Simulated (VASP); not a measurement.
# Ti2O3 (R-3c) in VASP: single point with PBEsol

Aim: the single point of Ti2O3 with PBEsol.

Everything below comes from runs of VASP 6.6.1. Logs are shortened: lines on timing, memory, paths and dates and some standing lists are left out, and cuts for length are marked.

**1. The cell of the first run**

Symmetry: R-3c, No. 167, trigonal system. Conventional cell: a = 5.149 Å, b = 5.149 Å, c = 13.642 Å, α = 90.00°, β = 90.00°, γ = 120.00°. Ti (site symmetry 3) has 6 O at 2.01 to 2.08 Å and 1 Ti at 2.59 Å within 2.7 Å. Within 2.9 Å of O (site symmetry 2) lie 4 Ti at 2.01 to 2.08 Å and 8 O at 2.80 to 2.88 Å.

**2. Single point, PBEsol**

File INCAR:

```
SYSTEM = Ti2O3
  ALGO = Normal
  EDIFF = 1E-6
  ENCUT = 520
  GGA = PS
  ISIF = 2
  ISMEAR = 1
  LASPH = .TRUE.
  LCHARG = .FALSE.
  LREAL = .FALSE.
  LWAVE = .FALSE.
  NBANDS = 53
  NELM = 100
  PREC = Accurate
  SIGMA = 0.02
```

File KPOINTS:

```
k-points
0
G
  12 12 12
  0 0 0
```

File POSCAR:

```
Ti2O3
1.0
    2.5745011249      1.4863889175      4.5473300000
   -2.5745011249      1.4863889175      4.5473300000
    0.0000000000     -2.9727778350      4.5473300000
Ti O
4 6
Direct
    0.8450000000      0.8450000000      0.8450000000
    0.6550000000      0.6550000000      0.6550000000
    0.1550000000      0.1550000000      0.1550000000
    0.3450000000      0.3450000000      0.3450000000
    0.0670000000      0.4330000000      0.7500000000
    0.7500000000      0.0670000000      0.4330000000
    0.4330000000      0.7500000000      0.0670000000
    0.9330000000      0.5670000000      0.2500000000
    0.2500000000      0.9330000000      0.5670000000
    0.5670000000      0.2500000000      0.9330000000
```

Potentials or basis: VASP PAW PBE potentials, release 64 (Ti_sv, O).

Command:

```
cat potpaw_PBE.64/Ti_sv/POTCAR potpaw_PBE.64/O/POTCAR > POTCAR
mpirun -np 1 vasp_std > vasp.out
```

OUTCAR:

```text
SYSTEM = Ti2O3
   EDIFF = 1E-6
   ENCUT = 520
   GGA = PS
   ISIF = 2
   ISMEAR = 1
   LASPH = .TRUE.
   LREAL = .FALSE.
   NELM = 100
   PREC = Accurate

 ion  position               nearest neighbor table
   1  0.845  0.845  0.845-  10 2.01   8 2.01   9 2.01   5 2.08   7 2.08   6 2.08   2 2.59
   2  0.655  0.655  0.655-   9 2.01   8 2.01  10 2.01   5 2.08   7 2.08   6 2.08   1 2.59
   3  0.155  0.155  0.155-   7 2.01   5 2.01   6 2.01   8 2.08   9 2.08  10 2.08   4 2.59
   4  0.345  0.345  0.345-   6 2.01   5 2.01   7 2.01   8 2.08   9 2.08  10 2.08   3 2.59
   5  0.067  0.433  0.750-   3 2.01   4 2.01   1 2.08   2 2.08
   6  0.750  0.067  0.433-   4 2.01   3 2.01   1 2.08   2 2.08
   7  0.433  0.750  0.067-   3 2.01   4 2.01   1 2.08   2 2.08
   8  0.933  0.567  0.250-   1 2.01   2 2.01   3 2.08   4 2.08
   9  0.250  0.933  0.567-   2 2.01   1 2.01   3 2.08   4 2.08
  10  0.567  0.250  0.933-   1 2.01   2 2.01   3 2.08   4 2.08

  LATTYP: Found a trigonal (rhomboedric) cell.
 ALAT       =     5.4328278258
 COS(alpha) =     0.5508780470

  Lattice vectors:

 A1 = (   2.5745011249,   1.4863889175,   4.5473300000)
 A2 = (  -2.5745011249,   1.4863889175,   4.5473300000)
 A3 = (   0.0000000000,  -2.9727778350,   4.5473300000)

Analysis of symmetry for initial positions (statically):
=====================================================================
 Subroutine PRICEL returns:
 Original cell was already a primitive cell.

 Routine SETGRP: Setting up the symmetry group for a
 trigonal (rhombohedral) supercell.

 Subroutine GETGRP returns: Found 12 space group operations
 (whereof  6 operations were pure point group operations)
 out of a pool of 12 trial point group operations.

The static configuration has the point symmetry S_6 .
 The point group associated with its full space group is D_3d.

Analysis of symmetry for dynamics (positions and initial velocities):
=====================================================================
 Subroutine PRICEL returns:
 Original cell was already a primitive cell.

 Routine SETGRP: Setting up the symmetry group for a
 trigonal (rhombohedral) supercell.

 Subroutine GETGRP returns: Found 12 space group operations
 (whereof  6 operations were pure point group operations)
 out of a pool of 12 trial point group operations.

The dynamic configuration has the point symmetry S_6 .
 The point group associated with its full space group is D_3d.

 Subroutine INISYM returns: Found 12 space group operations
 (whereof  6 operations are pure point group operations),
 and found     1 'primitive' translations

----------------------------------------------------------------------------------------

                                     Primitive cell

  volume of cell :     104.4079

  direct lattice vectors                    reciprocal lattice vectors
     2.574501125  1.486388918  4.547330000     0.194212384  0.112128572  0.073303088
    -2.574501125  1.486388918  4.547330000    -0.194212384  0.112128572  0.073303088
     0.000000000 -2.972777835  4.547330000     0.000000000 -0.224257144  0.073303088

  length of vectors
     5.432827826  5.432827826  5.432827826     0.235933485  0.235933485  0.235933485

  position of ions in fractional coordinates (direct lattice)
     0.845000000  0.845000000  0.845000000
     0.655000000  0.655000000  0.655000000
     0.155000000  0.155000000  0.155000000
     0.345000000  0.345000000  0.345000000
     0.067000000  0.433000000  0.750000000
     0.750000000  0.067000000  0.433000000
     0.433000000  0.750000000  0.067000000
     0.933000000  0.567000000  0.250000000
     0.250000000  0.933000000  0.567000000
     0.567000000  0.250000000  0.933000000

  ion indices of the primitive-cell ions
   primitive index   ion index
                 1           1
                 2           2
                 3           3
                 4           4
                 5           5
                 6           6
                 7           7
                 8           8
                 9           9
                10          10

----------------------------------------------------------------------------------------

 KPOINTS: k-points

Automatic generation of k-mesh.
 Grid dimensions read from file:
 generate k-points for:   12   12   12

 Generating k-lattice:

  Cartesian coordinates                     Fractional coordinates (reciprocal lattice)
     0.016184365  0.009344048  0.006108591     0.083333333 -0.000000000 -0.000000000
    -0.016184365  0.009344048  0.006108591    -0.000000000  0.083333333 -0.000000000
     0.000000000 -0.018688095  0.006108591    -0.000000000 -0.000000000  0.083333333

  Length of vectors
     0.019661124  0.019661124  0.019661124

  Shift w.r.t. Gamma in fractional coordinates (k-lattice)
     0.000000000  0.000000000  0.000000000

 Subroutine IBZKPT returns following result:
 ===========================================

 Found    189 irreducible k-points:

 Following reciprocal coordinates:
            Coordinates               Weight
  0.000000  0.000000  0.000000      1.000000
  0.083333  0.000000  0.000000      6.000000
  0.166667  0.000000  0.000000      6.000000
  0.250000  0.000000  0.000000      6.000000
  0.333333  0.000000  0.000000      6.000000
  0.416667  0.000000  0.000000      6.000000
[... 16 lines left out ...]
  0.500000  0.166667  0.000000     12.000000
 -0.416667  0.166667  0.000000     12.000000
 [... further k-points ...]
   k-points           NKPTS =    189   k-points in BZ     NKDIM =    189   number of bands    NBANDS=     53
   number of dos      NEDOS =    301   number of ions     NIONS =     10
   total plane-waves  NPLWV =  64000
   dimension x,y,z NGX =    40 NGY =   40 NGZ =   40
   dimension x,y,z NGXF=    80 NGYF=   80 NGZF=   80
   ions per type =               4   6
   NGX,Y,Z   is equivalent  to a cutoff of  12.24, 12.24, 12.24 a.u.
   NGXF,Y,Z  is equivalent  to a cutoff of  24.48, 24.48, 24.48 a.u.
 SYSTEM =  Ti2O3
   PREC   = accura    normal or accurate (medium, high low for compatibility)
   ISTART =      0    job   : 0-new  1-cont  2-samecut
   ICHARG =      2    charge: 1-file 2-atom 10-const
   ISPIN  =      1    spin polarized calculation?
   LNONCOLLINEAR =      F non collinear calculations
   LSORBIT =      F    spin-orbit coupling
   LASPH  =      T    aspherical Exc in radial PAW
   ENCUT  =  520.0 eV  38.22 Ry    6.18 a.u.  10.10 10.10 10.10*2*pi/ulx,y,z
   NELM   =    100;   NELMIN=  2; NELMDL= -5     # of ELM steps
   EDIFF  = 0.1E-05   stopping-criterion for ELM
   LREAL  =      F    real-space projection
   EDIFFG = 0.1E-04   stopping-criterion for IOM
   NSW    =      0    number of steps for IOM
   IBRION =     -1    ionic relax: 0-MD 1-quasi-New 2-CG
   NFREE  =      0    steps in history (QN), initial steepest desc. (CG)
   ISIF   =      2    stress and relaxation
   ISYM   =      2    0-nonsym 1-usesym 2-fastsym
   POTIM  = 0.5000    time-step for ionic-motion
   TEBEG  =    0.0;   TEEND  =   0.0 temperature during run
   PSTRESS=    0.0 pullay stress
   NELECT =      84.0000    total number of electrons
   NUPDOWN=      -1.0000    fix difference up-down
   EMIN   =  10.00;   EMAX   =-10.00  energy-range for DOS
   EFERMI =   0.00;   METHOD = LEGACY
   ISMEAR =     1;   SIGMA  =   0.02  broadening in eV -4-tet -1-fermi 0-gaus
   EFERMI_NEDOS =   21; number of points for ismear=-14 and -15
   IALGO  =     38    algorithm
   IMIX   =      4    mixing-type and parameters
     AMIX     =   0.40;   BMIX     =  1.00
     AMIX_MAG =   1.60;   BMIX_MAG =  1.00
  volume/ion in A,a.u.               =      10.44        70.46
  Fermi-wavevector in a.u.,A,eV,Ry     =   1.522615  2.877326 31.543164  2.318357
  Thomas-Fermi vector in A             =   2.631170
   LORBIT       =      0    0 simple, 1 ext, 2 COOP (PROOUT), +10 PAW based schemes
   GGA     = PS    functional components
   LHFCALC =     F    Hartree Fock is set to
   AEXX    =    0.0000 exact exchange contribution
   IVDW    =     0    specifies the selected vdW correction
   LEPSILON=     F    determine dielectric tensor
   LRPA    =     F    only Hartree local field effects (RPA)
 non-spin polarized calculation
 Methfessel and Paxton  Order N= 1 SIGMA  =   0.02
  energy-cutoff  :      520.00
  volume of cell :      104.41
 maximum number of plane-waves:      2860
   NGX = 21   NGY = 21   NGZ = 21

 number of electron      84.0000007 magnetization

 Free energy of the ion-electron system (eV)
  ---------------------------------------------------
  ext. energy  EPLUGINS =         0.00000000
  ---------------------------------------------------
  free energy    TOTEN  =       -94.45688343 eV

  energy without entropy =      -94.45692433  energy(sigma->0) =      -94.45689706

 E-fermi :   8.6029     XC(G=0): -12.0138

 val. band max:        8.5975148764   @ k =   0.5000   0.4167   0.0833
 cond. band min:       8.6076247706   @ k =  -0.0833   0.0833   0.0000
 fundamental gap:      0.0101098942
 Fermi energy:         8.6028964431

 k-point     1 :       0.0000    0.0000    0.0000
  band No.  band energies     occupation
      1     -49.5715      2.00000
      2     -49.5106      2.00000
      3     -49.4787      2.00000
      4     -49.4332      2.00000
      5     -26.1997      2.00000
      6     -26.1997      2.00000
[... 45 lines left out ...]
     52      10.9888      0.00000
     53      11.2251      0.00000

 k-point     2 :       0.0833    0.0000    0.0000
  band No.  band energies     occupation
      1     -49.5703      2.00000
      2     -49.5115      2.00000
      3     -49.4780      2.00000
      4     -49.4340      2.00000
      5     -26.2015      2.00000
      6     -26.1986      2.00000
[... 45 lines left out ...]
     52      10.9656      0.00000
     53      11.2168      0.00000
[... 1174 lines left out ...]
     52      10.5576      0.00000
     53      11.2145      0.00000

 k-point    24 :      -0.4167    0.1667    0.0000
  band No.  band energies     occupation
      1     -49.5407      2.00000
      2     -49.5370      2.00000
      3     -49.4596      2.00000
      4     -49.4569      2.00000
      5     -26.1962      2.00000
      6     -26.1749      2.00000
[... 45 lines left out ...]
     52      10.4824      0.00000
     53      11.3026      0.00000

 [... further k-points ...]

------------------------ aborting loop because EDIFF is reached ----------------------------------------

  FORCE on cell =-STRESS in cart. coord.  units (eV):
  Direction    XX          YY          ZZ          XY          YZ          ZX
  --------------------------------------------------------------------------------------
  -------------------------------------------------------------------------------------
  Total       -5.1959508     -5.1959508     -1.0629783      0.0000000      0.0000000      0.0000000
  in kB      -79.7337785    -79.7337785    -16.3117941      0.0000000      0.0000000      0.0000000
  external PRESSURE =     -58.5931170 kB  Pullay stress =       0.0000000 kB

 VOLUME and BASIS-vectors are now :
 -----------------------------------------------------------------------------
  energy-cutoff  :      520.00
  volume of cell :      104.41
      direct lattice vectors                 reciprocal lattice vectors
     2.574501125  1.486388918  4.547330000     0.194212384  0.112128572  0.073303088
    -2.574501125  1.486388918  4.547330000    -0.194212384  0.112128572  0.073303088
     0.000000000 -2.972777835  4.547330000     0.000000000 -0.224257144  0.073303088

 POSITION                                       TOTAL-FORCE (eV/Angst)
 -----------------------------------------------------------------------------------
      0.00000      0.00000     11.52748         0.000000      0.000000      0.056228
      0.00000      0.00000      8.93550         0.000000      0.000000     -0.056228
      0.00000      0.00000      2.11451         0.000000     -0.000000     -0.056228
      0.00000      0.00000      4.70649         0.000000     -0.000000      0.056228
     -0.94227     -1.48639      5.68416        -0.287148      0.000000     -0.000000
      1.75838     -0.07283      5.68416         0.143574     -0.248678     -0.000000
     -0.81612      1.55922      5.68416         0.143574      0.248678     -0.000000
      0.94227      1.48639      7.95783         0.287148     -0.000000     -0.000000
     -1.75838      0.07283      7.95783        -0.143574      0.248678     -0.000000
      0.81612     -1.55922      7.95783        -0.143574     -0.248678     -0.000000
 -----------------------------------------------------------------------------------
    total drift:                               -0.000000      0.000000     -0.000000

  FREE ENERGIE OF THE ION-ELECTRON SYSTEM (eV)
  ---------------------------------------------------
  free  energy   TOTEN  =       -94.4568834262 eV

  energy  without entropy=      -94.4569243276  energy(sigma->0) =      -94.45689706
```

It took 23 min on 1 thread of Intel Xeon 8259CL, shared host; peak memory 0.78 GiB.

What came out:

| Quantity | Value |
| --- | --- |
| Free energy | -94.4569 eV |
| Pressure | -5.9 GPa |
| Largest force | 0.287 eV/Å |
| Band gap on the k mesh | zero (bands 42 and 43 overlap by 0.42 eV) |

Forces in eV/Å, atoms in the order of the input:
```
Ti   0.000  0.000  0.056
Ti   0.000  0.000 -0.056
Ti   0.000  0.000 -0.056
Ti   0.000  0.000  0.056
O   -0.287  0.000  0.000
O    0.144 -0.249  0.000
O    0.144  0.249  0.000
O    0.287  0.000  0.000
O   -0.144  0.249  0.000
O   -0.144 -0.249  0.000
```

Levels at points of the mesh, in eV from the Fermi level:
| k point | band 40 | band 41 | band 42 | band 43 | band 44 | band 45 |
| --- | --- | --- | --- | --- | --- | --- |
| (0.00, 0.00, 0.00) | -3.79 | -0.96 | -0.08 | -0.08 | 0.24 | 0.34 |
| (0.50, 0.00, 0.00) | -4.15 | -0.66 | -0.66 | 0.32 | 0.32 | 0.63 |
| (0.50, 0.50, 0.00) | -4.12 | -0.85 | -0.63 | -0.09 | 0.14 | 0.72 |
| (0.50, 0.50, 0.50) | -4.71 | 0.30 | 0.30 | 0.46 | 0.46 | 0.46 |

Caveat: the stress differs along the axes, from -8 to -2 GPa; the PAW data sets were made with another functional, which shifts forces and pressure a little; semilocal functionals often make such compounds metallic where correlation or magnetic order opens a gap, which also shifts bond lengths.
